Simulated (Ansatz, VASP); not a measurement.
# Pb: VASP beside Ansatz

```xyz
1
Lattice="-2.0068 2.0068 1.9265 2.0068 -2.0068 1.9265 2.0068 2.0068 -1.9265" Properties=species:S:1:pos:R:3 pbc="T T T"
Pb    0.0000    0.0000    0.0000
```

Alike in both runs: task single point; functional PBEsol; k mesh 18 × 18 × 18; occupations gaussian, width 0.15 eV; no spin polarisation.

|  | VASP | Ansatz |
| --- | --- | --- |
| version | VASP 6.6.1 | Ansatz 0.2.0 |
| potentials or method | VASP PAW PBE potentials, release 64 (Pb_d), cutoff 520 eV | scalar-relativistic, plane waves, PAW |
| valence electrons in the cell | 14 | 14 |

|  | VASP | Ansatz | Ansatz less VASP |
| --- | --- | --- | --- |
| gap on the k mesh at the Fermi level (eV) | none | none | - |
| pressure (GPa) | -1.6 | -1.6 | +0.02 |
| traceless stress, the component that is largest in VASP (GPa) | -0.52 | -0.52 | 0.000 |

VASP's potentials were made for PBE, not for PBEsol. A gap of «none» marks a metal or a gap that the smearing closes. The functional is the same, so the differences come from potentials, cutoffs and numerics.

Spin-orbit coupling is off throughout.
